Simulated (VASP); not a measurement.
# SiNi in VASP: further runs

Runs on SiNi. Level: PBE. Tasks: single point.

All numbers are computed with VASP 6.6.1; they aren't measurements. Logs are shortened: lines on timing, memory, paths and dates and some standing lists are left out, and cuts for length are marked.

## Step 1: The cell of the first run

The cell holds a disordered packing, 20 atoms: a = 6.401 Å, b = 6.413 Å, c = 6.563 Å, α = 89.27°, β = 89.96°, γ = 88.64°.

## Step 2: Single point, PBE

The input, INCAR:

```
SYSTEM = SiNi
  PREC = Accurate
  ENCUT = 400
  EDIFF = 1E-6
  ISMEAR = -1
  SIGMA = 0.05
  LREAL = Auto
  LASPH = .TRUE.
  NELM = 120
  ALGO = Normal
  ISIF = 2
  LWAVE = .FALSE.
  LCHARG = .TRUE.
  GGA = PE
  LELF = .TRUE.
  LVHAR = .TRUE.
  NBANDS = 86
  ISYM = -1
  GGA_COMPAT = .FALSE.
```

The input, KPOINTS:

```
explicit points
1
Reciprocal
  0.25000000   0.25000000   0.25000000 1
```

The input, POSCAR:

```
SiNi
1.0
    6.4002940000      0.0757740000      0.0022980000
    0.0757740000      6.4122190000      0.0415250000
    0.0022980000      0.0415250000      6.5625770000
Si Ni
10 10
Direct
   -0.0147063355      0.5551432481      0.2747808478
    0.7708986847      0.8900923694      0.5295537697
    0.0871771333      0.0559568480      0.7770421679
    0.8030470667      0.5745708478      0.7402722350
    0.4710151739      0.6872835984      0.2489909308
    0.1929230853      0.1913918870      0.2275918613
    0.1820481656      0.6431019898      0.7214132258
    0.3971615420      0.3020782346      0.6103958131
    0.7164780429      0.2936596418      0.0905637095
    0.6026624895      0.9070266480      0.9446681997
    0.2217923516      0.8532625579      1.0450938090
    0.1337335448      0.8626448213      0.4342675681
    0.6720252609      0.4375112944      0.4024256065
    0.7280721495      0.1864690813      0.7465978322
    0.8746979765      0.9842887053      0.1711474556
    0.0403079680      0.3004903149      0.5377723586
    0.3905313530      0.1839268269      0.9380561931
    0.5256143458      0.0616786291      0.3159354828
    0.4845279915      0.5599150428      0.8961709832
    0.0607838876      0.3975737565      0.9519124985
```

Potentials or basis: VASP PAW PBE potentials, release 64 (Si, Ni).

The run is started by

```
cat potpaw_PBE.64/Si/POTCAR potpaw_PBE.64/Ni/POTCAR > POTCAR
mpirun -np 1 vasp_std > vasp.out
```

OUTCAR:

```text
SYSTEM = SiNi
   PREC = Accurate
   ENCUT = 400
   EDIFF = 1E-6
   ISMEAR = -1
   LREAL = Auto
   LASPH = .TRUE.
   NELM = 120
   ISIF = 2
   GGA = PE
   ISYM = -1

 ion  position               nearest neighbor table
   1  0.985  0.555  0.275-  13 2.31  16 2.38  20 2.40  12 2.46   6 2.68   9 2.72  11 2.88  15 2.90
                             2 3.04
   2  0.771  0.890  0.530-  18 2.35  14 2.40  12 2.41   4 2.44  15 2.51   3 2.83  10 2.93   5 2.99
                             1 3.04  13 3.11
   3  0.087  0.056  0.777-  16 2.22  11 2.33  17 2.38  14 2.43  20 2.49  12 2.60   7 2.73   8 2.78
                             2 2.83  15 2.96
   4  0.803  0.575  0.740-  19 2.28  20 2.41   2 2.44   7 2.48  13 2.55  14 2.55  16 2.66  10 2.82
                             9 2.96
   5  0.471  0.687  0.249-  13 2.26  11 2.31  19 2.47  18 2.48  10 2.58  12 2.71   2 2.99   9 3.13
[... 17 lines left out ...]
  14  0.728  0.186  0.747-  10 2.36   9 2.37   8 2.40   2 2.40   3 2.43  17 2.50  16 2.54   4 2.55
                            13 2.78  20 2.89  19 3.00
  15  0.875  0.984  0.171-   9 2.26  10 2.36  18 2.47   6 2.49  12 2.50  11 2.50   2 2.51   1 2.90
                             3 2.96
  16  0.040  0.300  0.538-   3 2.22   8 2.33   6 2.36   1 2.38  14 2.54  13 2.65   4 2.66   7 2.70
                            20 2.80  12 2.94
  17  0.391  0.184  0.938-  10 2.21   8 2.27   6 2.28   3 2.38   9 2.44  20 2.49  11 2.50  14 2.50
                            19 2.51  18 2.73
  18  0.526  0.062  0.316-   6 2.34   2 2.35   9 2.43  15 2.47   5 2.48   8 2.61  13 2.67  10 2.68
                            17 2.73  12 2.94  11 2.99
  19  0.485  0.560  0.896-   4 2.28   7 2.30  10 2.39   5 2.47  17 2.51   9 2.56   8 2.59  11 2.69
                            20 2.95  14 3.00
  20  0.061  0.398  0.952-   7 2.32   6 2.37   1 2.40   4 2.41   9 2.49   3 2.49  17 2.49  16 2.80
                            14 2.89  19 2.95

IMPORTANT INFORMATION: All symmetrisations will be switched off!
NOSYMM: (Re-)initialisation of all symmetry stuff for point group C_1.

----------------------------------------------------------------------------------------

                                     Primitive cell

  volume of cell :     269.2800

  direct lattice vectors                    reciprocal lattice vectors
     6.400294000  0.075774000  0.002298000     0.156264697 -0.001846321 -0.000043036
     0.075774000  6.412219000  0.041525000    -0.001846321  0.155980459 -0.000986327
     0.002298000  0.041525000  6.562577000    -0.000043036 -0.000986327  0.152385421

  length of vectors
     6.400742946  6.412801145  6.562708777     0.156275610  0.155994504  0.152388619

  position of ions in fractional coordinates (direct lattice)
     0.985293664  0.555143248  0.274780848
     0.770898685  0.890092369  0.529553770
     0.087177133  0.055956848  0.777042168
     0.803047067  0.574570848  0.740272235
[... 81 lines left out ...]
   NUPDOWN=      -1.0000    fix difference up-down
   EMIN   =  10.00;   EMAX   =-10.00  energy-range for DOS
   EFERMI =   0.00;   METHOD = LEGACY
   ISMEAR =    -1;   SIGMA  =   0.05  broadening in eV -4-tet -1-fermi 0-gaus
   EFERMI_NEDOS =   21; number of points for ismear=-14 and -15
   IALGO  =     38    algorithm
   IMIX   =      4    mixing-type and parameters
     AMIX     =   0.40;   BMIX     =  1.00
     AMIX_MAG =   1.60;   BMIX_MAG =  1.00
  volume/ion in A,a.u.               =      13.46        90.86
  Fermi-wavevector in a.u.,A,eV,Ry     =   1.316385  2.487606 23.577108  1.732869
  Thomas-Fermi vector in A             =   2.446500
   LORBIT       =      0    0 simple, 1 ext, 2 COOP (PROOUT), +10 PAW based schemes
   GGA     = PE    functional components
   LHFCALC =     F    Hartree Fock is set to
   AEXX    =    0.0000 exact exchange contribution
   IVDW    =     0    specifies the selected vdW correction
   LEPSILON=     F    determine dielectric tensor
   LRPA    =     F    only Hartree local field effects (RPA)
 non-spin polarized calculation
  energy-cutoff  :      400.00
  volume of cell :      269.28
 maximum number of plane-waves:      4900
 NGX is ok and might be reduce to    42
   NGX = 21   NGY = 21   NGZ = 21

 number of electron     140.0000046 magnetization

 Free energy of the ion-electron system (eV)
  ---------------------------------------------------
  ext. energy  EPLUGINS =         0.00000000
  ---------------------------------------------------
  free energy    TOTEN  =      -114.02229584 eV

  energy without entropy =     -114.00832608  energy(sigma->0) =     -114.01531096

 E-fermi :   8.9809     XC(G=0): -11.6397

 val. band max:        8.7624004063   @ k =   0.2500   0.2500   0.2500
 cond. band min:       9.1982122191   @ k =   0.2500   0.2500   0.2500
 fundamental gap:      0.4358118128
 Fermi energy:         8.9809121666

 k-point     1 :       0.2500    0.2500    0.2500
  band No.  band energies     occupation
      1      -2.8157      2.00000
      2      -1.5620      2.00000
      3      -1.2521      2.00000
      4      -0.8844      2.00000
      5       0.1810      2.00000
      6       0.3124      2.00000
[... 74 lines left out ...]
     81      11.3554      0.00000
     82      11.5429      0.00000
 [bands above 82 left out]

------------------------ aborting loop because EDIFF is reached ----------------------------------------

  FORCE on cell =-STRESS in cart. coord.  units (eV):
  Direction    XX          YY          ZZ          XY          YZ          ZX
  --------------------------------------------------------------------------------------
  -------------------------------------------------------------------------------------
  Total       -7.7194388    -12.3008900    -14.0090050     -9.8212781    -13.2161385     -7.6765899
  in kB      -45.9295532    -73.1885305    -83.3515700    -58.4351957    -78.6341277    -45.6746089
  external PRESSURE =     -67.4898846 kB  Pullay stress =       0.0000000 kB

 VOLUME and BASIS-vectors are now :
 -----------------------------------------------------------------------------
  energy-cutoff  :      400.00
  volume of cell :      269.28
      direct lattice vectors                 reciprocal lattice vectors
     6.400294000  0.075774000  0.002298000     0.156264697 -0.001846321 -0.000043036
     0.075774000  6.412219000  0.041525000    -0.001846321  0.155980459 -0.000986327
     0.002298000  0.041525000  6.562577000    -0.000043036 -0.000986327  0.152385421

 POSITION                                       TOTAL-FORCE (eV/Angst)
 -----------------------------------------------------------------------------------
      6.34887      3.64577      1.82859         0.346024      0.435562     -0.373828
      5.00264      5.78787      3.51397         0.701475      0.309544     -0.575851
      0.56399      0.39768      5.10192        -0.068363     -0.611677      0.483040
      5.18498      3.77586      4.88380        -0.051979     -0.613608      0.103467
      3.06729      4.45304      1.66364        -0.086514      0.225840      0.592417
      1.24979      1.25132      1.50198        -0.700129     -0.274017      0.384659
[... 12 lines left out ...]
      3.14561      3.66423      5.90555         0.240288      0.020106      0.124136
      0.42135      2.59346      6.26365        -0.342048      0.351564      0.255410
 -----------------------------------------------------------------------------------
    total drift:                               -0.000909      0.004935     -0.002798

  FREE ENERGIE OF THE ION-ELECTRON SYSTEM (eV)
  ---------------------------------------------------
  free  energy   TOTEN  =      -114.0222958361 eV

  energy  without entropy=     -114.0083260755  energy(sigma->0) =     -114.01531096
```

OSZICAR:

```text
N       E                     dE             d eps       ncg     rms          rms(c)
DAV:   1     0.931233275254E+03    0.93123E+03   -0.49430E+04   172   0.153E+03
DAV:   2    -0.211066334404E+02   -0.95234E+03   -0.91880E+03   172   0.376E+02
DAV:   3    -0.122966342105E+03   -0.10186E+03   -0.94280E+02   186   0.145E+02
[... 14 lines left out ...]
DAV:  18    -0.114022376343E+03    0.38057E-04   -0.26667E-04   208   0.245E-01    0.885E-02
DAV:  19    -0.114022304816E+03    0.71527E-04   -0.24256E-04   256   0.195E-01    0.434E-02
DAV:  20    -0.114022297013E+03    0.78026E-05   -0.12084E-04   224   0.155E-01    0.172E-02
DAV:  21    -0.114022295629E+03    0.13844E-05   -0.24614E-05   208   0.653E-02    0.102E-02
DAV:  22    -0.114022295836E+03   -0.20714E-06   -0.68924E-06   176   0.464E-02
   1 F= -.11402230E+03 E0= -.11401531E+03  d E =-.139698E-01
```

Run time: 45 s. Hardware: 1 thread of Intel Xeon Platinum 8488C (Sapphire Rapids), shared host; peak memory 0.27 GiB.

Results:

```yaml
Free_energy: -114.0223 eV
Pressure: -6.7 GPa
Largest_force: 1.006 eV/Å
```

Forces in eV/Å, atoms in the order of the input:
```
Si   0.346  0.436 -0.374
Si   0.701  0.310 -0.576
Si  -0.068 -0.612  0.483
Si  -0.052 -0.614  0.103
Si  -0.087  0.226  0.592
Si  -0.700 -0.274  0.385
Si  -0.094  0.728 -0.687
Si  -0.188  0.087 -0.733
Si   0.145  0.519 -0.057
Si   0.197 -0.703  0.004
Ni  -0.199 -0.389 -0.002
Ni   0.180  0.131  0.076
Ni  -0.295 -0.136  0.773
Ni  -0.141  0.035 -0.310
Ni   0.150 -0.474  0.245
Ni   0.360  0.442 -0.407
Ni   0.024  0.086  0.318
Ni  -0.179 -0.169 -0.212
Ni   0.240  0.020  0.124
Ni  -0.342  0.352  0.255
```

Stress tensor (GPa, compression positive):
```
-4.59 -5.84 -4.57
-5.84 -7.32 -7.86
-4.57 -7.86 -8.34
```

Levels at points of the mesh, in eV from the Fermi level:
```tsv
k point	band 68	band 69	band 70	band 71	band 72	band 73
(0.25, 0.25, 0.25)	-0.60	-0.40	-0.22	0.22	0.48	0.68
```

Caveat: the atoms stand as in a frame of molecular dynamics.

[end of part 1 of 2]
